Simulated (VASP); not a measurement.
# TiC (Fm-3m) in VASP: a series of runs, part 2 of 2

VASP 6.6.1. The steps go on from the part before.

**4. Electric field gradients, PBE (volume scaled by 1.06)**

INCAR

```
SYSTEM = TiC
ALGO = Normal
EDIFF = 1E-8
ENCUT = 520
GGA = PE
ISIF = 2
ISMEAR = -1
LASPH = .TRUE.
LCHARG = .FALSE.
LEFG = .TRUE.
LREAL = .FALSE.
LWAVE = .FALSE.
NBANDS = 15
NELM = 80
PREC = Accurate
SIGMA = 0.03
```

KPOINTS

```
k-points
0
G
  16 16 16
  0 0 0
```

POSCAR

```
TiC
1.0
    0.0000000000      2.2064421477      2.2064421477
    2.2064421477      0.0000000000      2.2064421477
    2.2064421477      2.2064421477      0.0000000000
Ti C
1 1
Direct
    0.0000000000      0.0000000000      0.0000000000
    0.5000000000      0.5000000000      0.5000000000
```

Potentials or basis: VASP PAW PBE potentials, release 64 (Ti_sv, C).

On the command line:

```sh
$ cat potpaw_PBE.64/Ti_sv/POTCAR potpaw_PBE.64/C/POTCAR > POTCAR
$ mpirun -np 1 vasp_std > vasp.out
```

OUTCAR:

```text
SYSTEM = TiC
   EDIFF = 1E-8
   ENCUT = 520
   GGA = PE
   ISIF = 2
   ISMEAR = -1
   LASPH = .TRUE.
   LREAL = .FALSE.
   NELM = 80
   PREC = Accurate

 ion  position               nearest neighbor table
   1  0.000  0.000  0.000-   2 2.21   2 2.21   2 2.21   2 2.21   2 2.21   2 2.21
   2  0.500  0.500  0.500-   1 2.21   1 2.21   1 2.21   1 2.21   1 2.21   1 2.21

  LATTYP: Found a face centered cubic cell.
 ALAT       =     4.4128842954

  Lattice vectors:

 A1 = (   0.0000000000,   2.2064421477,   2.2064421477)
 A2 = (   2.2064421477,   0.0000000000,   2.2064421477)
 A3 = (   2.2064421477,   2.2064421477,   0.0000000000)

Analysis of symmetry for initial positions (statically):
=====================================================================
 Subroutine PRICEL returns:
 Original cell was already a primitive cell.

 Routine SETGRP: Setting up the symmetry group for a
 face centered cubic supercell.

 Subroutine GETGRP returns: Found 48 space group operations
 (whereof 48 operations were pure point group operations)
 out of a pool of 48 trial point group operations.

The static configuration has the point symmetry O_h .

Analysis of symmetry for dynamics (positions and initial velocities):
=====================================================================
 Subroutine PRICEL returns:
 Original cell was already a primitive cell.

 Routine SETGRP: Setting up the symmetry group for a
 face centered cubic supercell.

 Subroutine GETGRP returns: Found 48 space group operations
 (whereof 48 operations were pure point group operations)
 out of a pool of 48 trial point group operations.

The dynamic configuration has the point symmetry O_h .

 Subroutine INISYM returns: Found 48 space group operations
 (whereof 48 operations are pure point group operations),
 and found     1 'primitive' translations

----------------------------------------------------------------------------------------

                                     Primitive cell

  volume of cell :      21.4836

  direct lattice vectors                    reciprocal lattice vectors
     0.000000000  2.206442148  2.206442148    -0.226609159  0.226609159  0.226609159
     2.206442148  0.000000000  2.206442148     0.226609159 -0.226609159  0.226609159
     2.206442148  2.206442148  0.000000000     0.226609159  0.226609159 -0.226609159

  length of vectors
     3.120380410  3.120380410  3.120380410     0.392498577  0.392498577  0.392498577

  position of ions in fractional coordinates (direct lattice)
     0.000000000  0.000000000  0.000000000
     0.500000000  0.500000000  0.500000000

  ion indices of the primitive-cell ions
   primitive index   ion index
                 1           1
                 2           2

----------------------------------------------------------------------------------------

 KPOINTS: k-points

Automatic generation of k-mesh.
 Grid dimensions read from file:
 generate k-points for:   16   16   16

 Generating k-lattice:
[... 79 lines left out ...]
   IALGO  =     38    algorithm
   IMIX   =      4    mixing-type and parameters
     AMIX     =   0.40;   BMIX     =  1.00
     AMIX_MAG =   1.60;   BMIX_MAG =  1.00
  volume/ion in A,a.u.               =      10.74        72.49
  Fermi-wavevector in a.u.,A,eV,Ry     =   1.483926  2.804214 29.960529  2.202037
  Thomas-Fermi vector in A             =   2.597527
   LORBIT       =      0    0 simple, 1 ext, 2 COOP (PROOUT), +10 PAW based schemes
   GGA     = PE    functional components
   LHFCALC =     F    Hartree Fock is set to
   AEXX    =    0.0000 exact exchange contribution
   IVDW    =     0    specifies the selected vdW correction
   LEPSILON=     F    determine dielectric tensor
   LRPA    =     F    only Hartree local field effects (RPA)
 non-spin polarized calculation
  energy-cutoff  :      520.00
  volume of cell :       21.48
 maximum number of plane-waves:       604
   NGX = 11   NGY = 11   NGZ = 11

 number of electron      15.9999998 magnetization

 Free energy of the ion-electron system (eV)
  ---------------------------------------------------
  ext. energy  EPLUGINS =         0.00000000
  ---------------------------------------------------
  free energy    TOTEN  =       -18.66522097 eV

  energy without entropy =      -18.66380604  energy(sigma->0) =      -18.66451351

 E-fermi :   8.7634     XC(G=0): -12.4109

 val. band max:        8.7568326803   @ k =   0.3125   0.2500   0.0000
 cond. band min:       8.7645468143   @ k =  -0.0625   0.0625   0.0000
 fundamental gap:      0.0077141340
 Fermi energy:         8.7633657058

 k-point     1 :       0.0000    0.0000    0.0000
  band No.  band energies     occupation
      1     -47.9836      2.00000
      2     -24.0331      2.00000
      3     -24.0331      2.00000
      4     -24.0331      2.00000
      5      -3.3640      2.00000
      6       9.4378      0.00000
      7       9.4378      0.00000
      8       9.4378      0.00000
      9      10.3619      0.00000
     10      10.3619      0.00000
     11      10.3761      0.00000
     12      10.3761      0.00000
     13      10.3761      0.00000
     14      18.4477      0.00000
[... 401 lines left out ...]
      2     -24.0707      2.00000
      3     -24.0437      2.00000
      4     -24.0343      2.00000
      5      -3.1468      2.00000
      6       8.5668      1.99715
      7       8.7459      1.28303
      8       8.7645      0.98032
      9       9.5400      0.00000
     10      10.0638      0.00000
     11      10.9247      0.00000
     12      11.4126      0.00000
     13      12.2369      0.00000
     14      18.8685      0.00000
     15      22.5763      0.00000

 [... further k-points ...]

------------------------ aborting loop because EDIFF is reached ----------------------------------------

  FORCE on cell =-STRESS in cart. coord.  units (eV):
  Direction    XX          YY          ZZ          XY          YZ          ZX
  --------------------------------------------------------------------------------------
  -------------------------------------------------------------------------------------
  Total       -1.6155483     -1.6155483     -1.6155483      0.0000000      0.0000000     -0.0000000
  in kB     -120.4821996   -120.4821996   -120.4821996      0.0000000      0.0000000     -0.0000000
  external PRESSURE =    -120.4821996 kB  Pullay stress =       0.0000000 kB

 VOLUME and BASIS-vectors are now :
 -----------------------------------------------------------------------------
  energy-cutoff  :      520.00
  volume of cell :       21.48
      direct lattice vectors                 reciprocal lattice vectors
     0.000000000  2.206442148  2.206442148    -0.226609159  0.226609159  0.226609159
     2.206442148  0.000000000  2.206442148     0.226609159 -0.226609159  0.226609159
     2.206442148  2.206442148  0.000000000     0.226609159  0.226609159 -0.226609159

 POSITION                                       TOTAL-FORCE (eV/Angst)
 -----------------------------------------------------------------------------------
      0.00000      0.00000      0.00000         0.000000      0.000000     -0.000000
      2.20644      2.20644      2.20644         0.000000      0.000000      0.000000
 -----------------------------------------------------------------------------------
    total drift:                                0.000000     -0.000000     -0.000000

  FREE ENERGIE OF THE ION-ELECTRON SYSTEM (eV)
  ---------------------------------------------------
  free  energy   TOTEN  =       -18.6652209700 eV

  energy  without entropy=      -18.6638060448  energy(sigma->0) =      -18.66451351

 Electric field gradients (V/A^2)
---------------------------------------------------------------------
 ion       V_xx      V_yy      V_zz      V_xy      V_xz      V_yz
---------------------------------------------------------------------
   1       0.000    -0.000    -0.000    -0.001    -0.001    -0.001
   2       0.000    -0.000     0.000     0.000     0.000     0.000
---------------------------------------------------------------------

 Electric field gradients after diagonalization (V/A^2)
 (convention: |V_zz| > |V_xx| > |V_yy|)
----------------------------------------------------------------------
 ion       V_xx      V_yy      V_zz     asymmetry (V_yy - V_xx)/ V_zz
----------------------------------------------------------------------
   1       0.001     0.001    -0.001       0.000
   2      -0.000    -0.000     0.000       0.000
----------------------------------------------------------------------

           NMR quadrupolar parameters

 Cq : quadrupolar parameter    Cq=e*Q*V_zz/h
 eta: asymmetry parameters     (V_yy - V_xx)/ V_zz
 Q  : nuclear electric quadrupole moment in mb (millibarn)
----------------------------------------------------------------------
 ion       Cq(MHz)       eta       Q (mb)
----------------------------------------------------------------------
   1      -0.000       0.000       1.000
   2       0.000       0.000       1.000
----------------------------------------------------------------------
```

stdout:

```text
POSCAR found type information on POSCAR TiC
 POSCAR found :  2 types and       2 ions
 scaLAPACK will be used
 LDA part: xc-table for (Slater+PW92), standard interpolation
 POSCAR, INCAR and KPOINTS ok, starting setup
 FFT: planning ... GRIDC
 FFT: planning ... GRID_SOFT
 FFT: planning ... GRID
 WAVECAR not read
 entering main loop
ion   1

ion   2
```

It took 36 s on 1 thread of Intel Xeon Platinum 8259CL at 2.50GHz (Skylake/Cascade Lake), shared host; peak memory 0.17 GiB.

What came out:

```yaml
Free_energy: -18.6652 eV
Pressure: -12.0 GPa
Band_gap_on_the_k_mesh: zero (band 8 reaches 9.44 eV, above the bottom of band 9 at 8.38 eV)
```

Levels at points of the mesh, in eV from the Fermi level:
| k point | band 4 | band 5 | band 6 | band 7 | band 8 | band 9 | band 10 | band 11 | band 12 | band 13 |
| --- | --- | --- | --- | --- | --- | --- | --- | --- | --- | --- |
| (0.00, 0.00, 0.00) | -32.80 | -12.13 | 0.67 | 0.67 | 0.67 | 1.60 | 1.60 | 1.61 | 1.61 | 1.61 |
| (0.50, 0.00, 0.00) | -32.84 | -8.91 | -5.58 | -2.72 | -2.72 | 2.70 | 2.70 | 3.79 | 7.63 | 7.63 |
| (0.50, 0.50, 0.00) | -32.93 | -9.89 | -3.37 | -1.45 | -0.07 | -0.07 | 2.51 | 3.25 | 3.25 | 5.29 |

Caveat: without QUAD_EFG the Cq values of the log hold for a quadrupole moment of 1 mb, not for the nuclei.

**5. Electric field gradients, PBE (volume scaled by 1.06)**

INCAR

```
PREC     = Accurate       # precision mode
ENCUT    = 520            # plane-wave cutoff, eV
EDIFF    = 1E-8           # SCF threshold, eV
ISMEAR   = -1             # smearing method
SIGMA    = 0.03           # smearing width, eV
LREAL    = F              # projectors in reciprocal space
LASPH    = T              # aspherical terms in the spheres
NELM     = 100            # most SCF steps
ALGO     = Normal         # electronic algorithm
ISIF     = 2              # what is computed and relaxed
LWAVE    = F              # write WAVECAR
LCHARG   = F              # write CHGCAR
GGA      = PE             # functional
LEFG     = T            
NBANDS   = 15             # bands
```

KPOINTS

```
regular mesh
0
Gamma
  16 16 16
```

POSCAR is that of step 4.

Potentials or basis: VASP PAW PBE potentials, release 64 (Ti_sv, C).

On the command line:

```sh
$ cat potpaw_PBE.64/Ti_sv/POTCAR potpaw_PBE.64/C/POTCAR > POTCAR
$ mpirun -np 1 vasp_std > vasp.out
```

OUTCAR:

```text
PREC = Accurate
   ENCUT = 520
   EDIFF = 1E-8
   ISMEAR = -1
   LREAL = F
   LASPH = T
   NELM = 100
   ISIF = 2
   GGA = PE

 ion  position               nearest neighbor table
   1  0.000  0.000  0.000-   2 2.21   2 2.21   2 2.21   2 2.21   2 2.21   2 2.21
   2  0.500  0.500  0.500-   1 2.21   1 2.21   1 2.21   1 2.21   1 2.21   1 2.21

  LATTYP: Found a face centered cubic cell.
 ALAT       =     4.4128842954

  Lattice vectors:

 A1 = (   0.0000000000,   2.2064421477,   2.2064421477)
 A2 = (   2.2064421477,   0.0000000000,   2.2064421477)
[... 643 lines left out ...]
  ---------------------------------------------------
  free  energy   TOTEN  =       -18.6652209700 eV

  energy  without entropy=      -18.6638060448  energy(sigma->0) =      -18.66451351

 Electric field gradients (V/A^2)
---------------------------------------------------------------------
 ion       V_xx      V_yy      V_zz      V_xy      V_xz      V_yz
---------------------------------------------------------------------
   1       0.000    -0.000    -0.000    -0.001    -0.001    -0.001
   2       0.000    -0.000     0.000     0.000     0.000     0.000
---------------------------------------------------------------------

 Electric field gradients after diagonalization (V/A^2)
 (convention: |V_zz| > |V_xx| > |V_yy|)
----------------------------------------------------------------------
 ion       V_xx      V_yy      V_zz     asymmetry (V_yy - V_xx)/ V_zz
----------------------------------------------------------------------
   1       0.001     0.001    -0.001       0.000
   2      -0.000    -0.000     0.000       0.000
----------------------------------------------------------------------

           NMR quadrupolar parameters

 Cq : quadrupolar parameter    Cq=e*Q*V_zz/h
 eta: asymmetry parameters     (V_yy - V_xx)/ V_zz
 Q  : nuclear electric quadrupole moment in mb (millibarn)
----------------------------------------------------------------------
 ion       Cq(MHz)       eta       Q (mb)
----------------------------------------------------------------------
   1      -0.000       0.000       1.000
   2       0.000       0.000       1.000
----------------------------------------------------------------------
```

It took 32 s on 1 thread of Intel Xeon Platinum 8259CL at 2.50GHz (Skylake/Cascade Lake), shared host; peak memory 0.17 GiB.

Results:

- Free energy: -18.6652 eV
- Pressure: -12.0 GPa
- Band gap on the k mesh: zero (band 8 reaches 9.44 eV, above the bottom of band 9 at 8.38 eV)

Levels at points of the mesh, in eV from the Fermi level:
| k point | band 5 | band 6 | band 7 | band 8 | band 9 | band 10 | band 11 | band 12 |
| --- | --- | --- | --- | --- | --- | --- | --- | --- |
| (0.00, 0.00, 0.00) | -12.13 | 0.67 | 0.67 | 0.67 | 1.60 | 1.60 | 1.61 | 1.61 |
| (0.50, 0.00, 0.00) | -8.91 | -5.58 | -2.72 | -2.72 | 2.70 | 2.70 | 3.79 | 7.63 |
| (0.50, 0.50, 0.00) | -9.89 | -3.37 | -1.45 | -0.07 | -0.07 | 2.51 | 3.25 | 3.25 |

Caveat: without QUAD_EFG the Cq values of the log hold for a quadrupole moment of 1 mb, not for the nuclei.

**6. Overview**

```tsv
cell	gap on the mesh (eV)	pressure (GPa)
a = 3.060 Å, angles 60.0°, 2 atoms	none	1.1
a = 3.091 Å, angles 60.0°, 2 atoms	none	-6.0
a = 3.120 Å, angles 60.0°, 2 atoms	none	-12.0
```

Alike in all rows: task electric field gradients; level PBE; potentials or basis VASP PAW PBE potentials, release 64 (Ti_sv, C); no spin polarisation; k mesh 16 × 16 × 16; cutoff (eV) 520; smearing fermi-dirac 0.03 eV.

Total energies depend on the potentials used, so only differences within one code and one set of settings carry meaning.
